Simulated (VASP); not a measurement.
# Ge: single point with PBE

The system is Ge.

```
Ge
1.0
     2.84315    2.84315    0.00000
    -2.84315    2.84315    0.00000
     0.00000    0.00000    6.10521
Ge
4
Direct
  0.50000 0.50000 0.50000
  0.50000 0.00000 0.25000
  0.00000 0.00000 0.00000
  0.00000 0.50000 0.75000
```

This cell differs from its parent crystal: uniaxial strain along c: +6.0 %, then relaxed in part.

```json
{
 "Program": "VASP 6.6.1",
 "Task": "single point",
 "Functional": "PBE",
 "Potentials or basis": "VASP PAW PBE potentials, release 64 (Ge_d)",
 "Cutoff": "520 eV",
 "k mesh": "14 × 14 × 10",
 "Occupations": "gaussian, width 0.1 eV",
 "Spin": "no spin polarisation",
 "Dipole correction": "no",
 "Further INCAR settings": "ALGO = Normal; EDIFF = 1e-06; NBANDS = 36"
}
```

```json
{
  "Pressure": "-1.7 GPa",
  "Band gap on the k mesh": "zero (bands 28 and 29 overlap by 0.33 eV)"
}
```

Stress tensor (GPa, compression positive):
```
-0.05  0.00  0.00
 0.00 -0.05  0.00
 0.00  0.00 -5.09
```

Levels at points of the mesh, in eV from the Fermi level:
| k point | band 26 | band 27 | band 28 | band 29 | band 30 | band 31 |
| --- | --- | --- | --- | --- | --- | --- |
| (0.00, 0.00, 0.00) | -0.81 | -0.40 | 0.15 | 0.15 | 1.18 | 1.18 |
| (0.50, 0.00, 0.00) | -3.73 | -1.06 | -1.06 | 2.05 | 2.05 | 4.40 |
| (0.50, 0.50, 0.00) | -2.95 | -2.95 | -2.95 | 0.65 | 0.65 | 0.65 |
| (0.00, 0.00, 0.50) | -1.61 | -1.61 | -1.61 | 1.46 | 1.46 | 2.44 |
| (0.50, 0.00, 0.50) | -1.61 | -1.00 | -1.00 | -0.18 | -0.18 | 3.57 |
| (0.50, 0.50, 0.50) | -3.54 | -3.54 | -3.54 | 3.39 | 3.39 | 3.39 |

It took 4.6 min on 1 thread of Intel(R) Xeon(R) Platinum 8488C (Sapphire Rapids), on a shared host, peak memory 0.59 GiB.

Caveat: the cell differs from its parent crystal (uniaxial strain along c: +6.0 %, then relaxed in part); semilocal functionals underestimate gaps, so a narrow gap can read as zero.
